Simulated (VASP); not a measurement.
# In3Se: single point with PBE

The system is In3Se.

```xyz
4
Lattice="4.0159 0.0000 0.0000 -2.0080 3.4779 0.0000 0.0000 0.0000 8.2266" Properties=species:S:1:pos:R:3 pbc="T T T"
In    0.0000    0.0000    4.1133
In    0.0000    2.3186    1.8289
In    2.0080    1.1593    6.3978
Se    0.0000    0.0000    0.0000
```

The cell was generated, and may not be a known phase.

* Program: VASP 6.6.1
* Task: single point
* Functional: PBE
* Potentials or basis: VASP PAW PBE potentials, release 64 (In_d, Se)
* Cutoff: 520 eV
* k mesh: 12 × 12 × 6
* Occupations: gaussian, width 0.1 eV
* Spin: no spin polarisation
* Dipole correction: no
* Further INCAR settings: ALGO = Normal; EDIFF = 1e-06; NBANDS = 30

- Pressure: 0.0 GPa
- Largest force: 0.006 eV/Å
- Band gap on the k mesh: zero (an odd number of electrons rules out a gap without spin polarisation)

Forces in eV/Å, atoms in the order of the input:
```
In   0.000  0.000  0.000
In   0.000  0.000  0.006
In   0.000  0.000 -0.006
Se   0.000  0.000  0.000
```

Levels at points of the mesh, in eV from the Fermi level:
```csv
k point,band 19,band 20,band 21,band 22,band 23,band 24,band 25,band 26
"(0.00, 0.00, 0.00)",-2.05,-1.73,-1.60,-1.60,3.39,3.71,3.94,3.94
"(0.50, 0.00, 0.00)",-4.26,-3.40,-3.04,-2.53,0.56,0.90,2.19,2.75
"(0.00, 0.00, 0.50)",-4.78,-1.60,-1.60,0.73,1.44,3.54,3.54,5.28
"(0.50, 0.00, 0.50)",-4.68,-2.87,-2.50,-1.59,-0.90,-0.22,1.51,2.98
```

It took 4.7 min on 1 thread of Intel(R) Xeon(R) Platinum 8488C (Sapphire Rapids), with other jobs on the host, peak memory 0.43 GiB.

Caveat: spin-orbit coupling is left out, which moves the levels of the heavy elements.
